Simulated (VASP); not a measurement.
Input of a VASP 6.6.1 run:

File INCAR:

```
  PREC = Accurate
  ENCUT = 520
  EDIFF = 1E-6
  ISMEAR = 0
  SIGMA = 0.1
  LREAL = F
  LASPH = T
  NELM = 100
  ALGO = Normal
  ISIF = 2
  LWAVE = F
  LCHARG = T
  GGA = PE
  LELF = T
  LVHAR = T
  NBANDS = 28
```

KPOINTS

```
regular mesh
0
Gamma
  10 10 8
```

File POSCAR:

```
Mo2C3
1.0
    3.6075996702      0.0000000000      0.0000000000
    0.0000000000      3.6075996702      0.0000000000
    0.0000000000      0.0000000000      5.4486524719
Mo C
2 3
Direct
    0.5000000000      0.0000000000      0.5000000000
    0.0000000000      0.5000000000      0.5000000000
    0.0000000000      0.0000000000      0.2412182114
    0.0000000000      0.0000000000      0.7587817886
    0.0000000000      0.0000000000      0.0000000000
```

Potentials or basis: VASP PAW PBE potentials, release 64 (Mo_sv, C).

The run is started by

```sh
$ cat potpaw_PBE.64/Mo_sv/POTCAR potpaw_PBE.64/C/POTCAR > POTCAR
$ mpirun -np 1 vasp_std > vasp.out
```

Task: What does it give for the band gap on the k mesh?

Result: Zero (bands 20 and 21 overlap by 1.67 eV).

Task: Estimate the largest force.

Result: 0.011 eV/Å.

Forces on the atoms (eV/Å):
```
Mo   0.000  0.000  0.000
Mo   0.000  0.000  0.000
C    0.000  0.000  0.011
C    0.000  0.000 -0.011
C    0.000  0.000  0.000
```
